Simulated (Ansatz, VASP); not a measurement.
# Si3Bi2Te2: VASP beside Ansatz

```xyz
7
Lattice="5.3289 0.0000 0.0000 -2.6644 4.6149 0.0000 0.0000 0.0000 7.4505" Properties=species:S:1:pos:R:3 pbc="T T T"
Si    2.6644    0.0000    3.7253
Si   -1.3322    2.3075    3.7253
Si    1.3322    2.3075    3.7253
Bi    0.0000    3.0766    0.0000
Bi    2.6644    1.5383    0.0000
Te    0.0000    0.0000    2.0047
Te    0.0000    0.0000    5.4458
```

Alike in both runs: functional PBE; k mesh 3 × 3 × 2; occupations gaussian, width 0.2 eV; no spin polarisation.

Ansatz relaxed the structure, and its values are those at the end. VASP's run is a single point on that final structure, the one shown.

```csv
,VASP,Ansatz
version,VASP 6.6.1,Ansatz 0.2.0
potentials or method,"VASP PAW PBE potentials, release 64 (Si, Bi_d, Te), cutoff 500 eV","scalar-relativistic, plane waves, PAW"
valence electrons in the cell,54,74
```

|  | VASP | Ansatz | Ansatz less VASP |
| --- | --- | --- | --- |
| gap on the k mesh at the Fermi level (eV) | none | none | - |
| pressure (GPa) | -0.3 | -0.3 | +0.04 |
| rms of the force components (eV/Å) | 0.005 | 0.005 | -0.0006 |

A gap of «none» marks a metal or a gap that the smearing closes. With one functional, cell and mesh, what is left measures potentials, basis and numerics. VASP's potentials hold 54 valence electrons a cell and Ansatz's 74, so a difference there can come from the potentials and not from the codes.

The k mesh is coarse, so the values compare programs but aren't converged. Spin-orbit coupling is off throughout.
